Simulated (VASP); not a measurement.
A run of VASP 6.6.1 is set up as follows.

INCAR

```
SYSTEM = Ir
  PREC = Accurate
  ENCUT = 520
  EDIFF = 1E-7
  ISMEAR = 1
  SIGMA = 0.2
  LREAL = .False.
  LASPH = .True.
  NELM = 80
  ALGO = Normal
  ISIF = 2
  LWAVE = .False.
  LCHARG = .False.
  GGA = PS
  NBANDS = 26
```

Contents of KPOINTS:

```
Automatic mesh
0
Gamma
  5 5 5
  0 0 0
```

Contents of POSCAR:

```
Ir
1.0
    0.0000000000      3.8500000000      3.8500000000
    3.8500000000      0.0000000000      3.8500000000
    3.8500000000      3.8500000000      0.0000000000
Ir
4
Direct
    0.6250000000      0.6250000000      0.6250000000
    0.1250000000      0.6250000000      0.6250000000
    0.6250000000      0.6250000000      0.1250000000
    0.6250000000      0.1250000000      0.6250000000
```

Potentials or basis: VASP PAW PBE potentials, release 64 (Ir).

Run with:

```console
$ cat potpaw_PBE.64/Ir/POTCAR > POTCAR
$ mpirun -np 1 vasp_std > vasp.out
```

Q: Estimate the band gap on the k mesh.

A: Zero (band 18 reaches 1.71 eV, above the bottom of band 19 at 1.37 eV).

Q: Predict the pressure.

A: -22.1 GPa.

Caveat: the PAW data sets were made with another functional, which shifts forces and pressure a little; spin-orbit coupling is left out, which moves the levels of the heavy elements.
